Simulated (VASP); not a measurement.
Write the native input for VASP 6.6.1 that does the following.

| Item | Value |
| --- | --- |
| Task | single point |
| Functional | PBEsol |
| Potentials or basis | VASP PAW PBE potentials, release 64 (W_sv, S) |
| Cutoff | 520 eV |
| k mesh | 12 × 12 × 2 |
| Occupations | gaussian, width 0.02 eV |
| Spin | no spin polarisation |
| Dipole correction | no |
| Further INCAR settings | ALGO = Normal; EDIFF = 1e-06; NBANDS = 20 |

The structure of WS2 lies in POSCAR:

```
WS2
1.0
    3.1929628636      0.0000000000      0.0000000000
   -1.5964814318      2.7651869532      0.0000000000
    0.0000000000      0.0000000000     16.8002736437
W S
1 2
Direct
    0.3333333333      0.6666666667      0.0000000000
    0.6666666667      0.3333333333      0.9077465304
    0.6666666667      0.3333333333      0.0922534696
```

This cell differs from its parent crystal: biaxial strain in the a-b plane: +1.5 %, then relaxed in part.

These files were run (other wordings do the same):

INCAR

```
PREC = Accurate ; ENCUT = 520
EDIFF = 1E-6 ; ISMEAR = 0
SIGMA = 0.02 ; LREAL = F
LASPH = T ; NELM = 60
ALGO = Normal ; ISIF = 2
LWAVE = F ; LCHARG = F
GGA = PS ; NBANDS = 20
```

KPOINTS

```
regular mesh
0
Gamma
  12 12 2
```

Potentials or basis: VASP PAW PBE potentials, release 64 (W_sv, S).

Command:

```console
$ cat potpaw_PBE.64/W_sv/POTCAR potpaw_PBE.64/S/POTCAR > POTCAR
$ mpirun -np 1 vasp_std > vasp.out
```

It gave:

```yaml
Largest_force: 0.022 eV/Å
Band_gap_on_the_k_mesh: 1.66 eV (least direct gap 1.73 eV)
```

Caveat: the cell differs from its parent crystal (biaxial strain in the a-b plane: +1.5 %, then relaxed in part); there is no dipole correction, which matters where the two faces differ; the PAW data sets were made with another functional, which shifts forces and pressure a little; spin-orbit coupling is left out, which moves the levels of the heavy elements.

Wall time 63 s on 1 thread of Intel(R) Xeon(R) 6975P-C (Granite Rapids), on a shared host, peak memory 0.3 GiB.
